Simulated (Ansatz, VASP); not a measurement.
SiNi3 in VASP and in Ansatz

```
Si Ni
1.0
     3.57504    0.00000    0.00000
     0.00000    3.57504    0.00000
     0.00000    0.00000    3.57504
Si Ni
1 3
Cartesian
  0.0000 0.0000 0.0000
  0.0000 1.7875 1.7875
  1.7875 0.0000 1.7875
  1.7875 1.7875 0.0000
```

Alike in both runs: task single point; functional PBE; k mesh 12 × 12 × 12; occupations gaussian, width 0.1 eV; no spin polarisation.

|  | VASP | Ansatz |
| --- | --- | --- |
| version | VASP 6.6.1 | Ansatz 0.2.0 |
| potentials or method | VASP PAW PBE potentials, release 64 (Si, Ni), cutoff 520 eV | scalar-relativistic, plane waves, PAW |
| valence electrons in the cell | 34 | 58 |

```csv
,VASP,Ansatz,Ansatz less VASP
gap on the k mesh at the Fermi level (eV),none,none,-
pressure (GPa),-10.7,-10.8,-0.12
```

A gap of «none» marks a metal or a gap that the smearing closes. VASP's potentials hold 34 valence electrons a cell and Ansatz's 58, so a difference there can come from the potentials and not from the codes.
